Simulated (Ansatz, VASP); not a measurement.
**One calculation of Y3NbO2, two programs**

```
Y Nb O
1.0
     6.10157    0.00000    0.00000
     0.00000    6.10157    0.00000
     0.00000    0.00000    4.02863
Y Nb O
3 1 2
Cartesian
  0.0000 3.0508 2.0143
  3.0508 0.0000 2.0143
  0.0000 0.0000 2.0143
  3.0508 3.0508 0.0000
  3.0508 3.0508 2.0143
  0.0000 0.0000 0.0000
```

Alike in both runs: functional PBE; k mesh 4 × 4 × 6; occupations gaussian, width 0.1 eV; no spin polarisation.

Ansatz relaxed the structure, and its values are those at the end. VASP's run is a single point on that final structure, the one shown.

```csv
,VASP,Ansatz
version,VASP 6.6.1,Ansatz 0.2.0
potentials or method,"VASP PAW PBE potentials, release 64 (Y_sv, Nb_sv, O), cutoff 520 eV","scalar-relativistic, plane waves, PAW"
valence electrons in the cell,58,58
```

```csv
,VASP,Ansatz,Ansatz less VASP
gap on the k mesh at the Fermi level (eV),none,none,-
pressure (GPa),-0.1,0.0,+0.10
```

A gap of «none» marks a metal or a gap that the smearing closes. With one functional, cell and mesh, what is left measures potentials, basis and numerics.
